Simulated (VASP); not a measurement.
**CdS5: single point with PBE**

Crystal: CdS5.

```xyz
12
Lattice="-4.7140 -0.0013 0.1051 0.0030 -4.8114 0.0893 -1.3572 -1.2235 16.8450" Properties=species:S:1:pos:R:3 pbc="T T T"
Cd   -4.6545   -0.4099    0.1408
Cd   -3.6538   -4.0407   16.9280
S    -3.9387   -1.4764   11.6253
S    -2.5439   -2.9320   12.3920
S    -1.7151   -3.8999   10.8457
S    -3.1098   -5.3807   10.1331
S    -0.7058   -5.1139    4.6182
S    -2.0725   -1.7307    5.3633
S    -1.1793   -2.6635    6.9003
S    -4.5276   -4.1199    6.2207
S    -4.6273   -2.7948    1.3067
S    -3.6807   -1.6556   15.7619
```

* Program: VASP 6.6.1
* Task: single point
* Functional: PBE
* Potentials or basis: VASP PAW PBE potentials, release 64 (Cd, S)
* Cutoff: 500 eV
* k mesh: 4 × 4 × 1
* Occupations: gaussian, width 0.1 eV
* Spin: no spin polarisation
* Dipole correction: no
* Further INCAR settings: ALGO = Normal; EDIFF = 1e-06; NBANDS = 54

```yaml
Pressure: -0.2 GPa
Largest_force: 0.143 eV/Å
Band_gap_on_the_k_mesh: 0.93 eV
```

Forces in eV/Å, atoms in the order of the input:
```
Cd   0.000  0.000  0.007
Cd   0.001  0.001 -0.006
S    0.109  0.024 -0.090
S    0.014 -0.027 -0.137
S   -0.110  0.026  0.088
S   -0.015 -0.025  0.136
S    0.016  0.025  0.136
S    0.107 -0.024  0.078
S   -0.014  0.024 -0.135
S   -0.107 -0.025 -0.077
S    0.000  0.001  0.038
S   -0.001  0.000 -0.038
```

Stress tensor (GPa, compression positive):
```
-0.11  0.00  0.00
 0.00 -0.20 -0.01
 0.00 -0.01 -0.33
```

Levels at points of the mesh, in eV from the valence-band top:
```csv
k point,band 40,band 41,band 42,band 43,band 44,band 45
"(0.00, 0.00, 0.00)",-0.77,-0.07,0.00,0.93,1.40,2.06
"(0.50, 0.00, 0.00)",-0.64,-0.34,-0.32,2.04,2.11,2.42
"(0.00, 0.50, 0.00)",-1.08,-0.96,-0.90,2.25,2.25,3.38
"(0.50, 0.50, 0.00)",-0.78,-0.74,-0.73,3.02,3.08,3.11
```

Run time: 4.7 min on 1 thread of Oxide Virtual Turin-like Processor, with other jobs on the host, peak memory 0.4 GiB.
